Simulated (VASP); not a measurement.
Si4F:

```
CELL_PARAMETERS angstrom
-2.04410 2.04410 5.09994
2.04410 -2.04410 5.09994
2.04410 2.04410 -5.09994
ATOMIC_POSITIONS crystal
Si 0.75000 0.25000 0.50000
Si 0.25000 0.75000 0.50000
Si 0.39572 0.39572 0.00000
Si 0.60428 0.60428 0.00000
F 0.00000 0.00000 0.00000
```

The cell was generated, and may not be a known phase.

```yaml
Program: VASP 6.6.1
Task: relaxation of cell and atoms
Functional: PBE
Potentials_or_basis: VASP PAW PBE potentials, release 64 (Si, F)
Cutoff: 600 eV
k_mesh: 6 × 6 × 6
Occupations: gaussian, width 0.1 eV
Spin: no spin polarisation
```

At the start: pressure -3.6 GPa; volume 17.05 Å³/atom.

Q: How do energy, volume and symmetry change on relaxing?

A: Over 11 steps the energy falls by 157.2 meV/atom and the volume is 16.59 Å³/atom (-2.7 %); space group I4/mmm (No. 139, to 0.1 Å) before and after.

The path:
| step | energy change (eV) | largest force (eV/Å) | pressure (GPa) | volume (Å³) |
| --- | --- | --- | --- | --- |
| 1 | 0.0000 | 4.6837 | -3.58 | 85.24 |
| 2 | -0.2979 | 2.6608 | 3.36 | 80.61 |
| 3 | -0.5979 | 0.0182 | -1.72 | 82.61 |
| 4 | -0.6715 | 0.0132 | 1.19 | 80.49 |
| 5 | -0.6830 | 0.0175 | 2.68 | 79.53 |
| 6 | -0.7445 | 0.4276 | 1.18 | 81.20 |
| 7 | -0.7619 | 0.8146 | 0.00 | 82.61 |
| 8 | -0.7816 | 0.0469 | -1.16 | 84.05 |
| 9 | -0.7832 | 0.1330 | -0.91 | 83.73 |
| 10 | -0.7858 | 0.0499 | 0.21 | 82.72 |
| 11 | -0.7860 | 0.0114 | -0.02 | 82.93 |

Final structure:
```
Si F
1.0
    -2.11361    2.11361    4.64100
     2.11361   -2.11361    4.64100
     2.11361    2.11361   -4.64100
Si F
4 1
Cartesian
  0.0000 2.1136 2.3205
  2.1136 0.0000 2.3205
  0.0000 0.0000 3.5012
  0.0000 0.0000 5.7808
  0.0000 0.0000 0.0000
```

Caveat: an odd number of electrons without spin polarisation forces a metal; a magnetic or distorted state may lie lower.
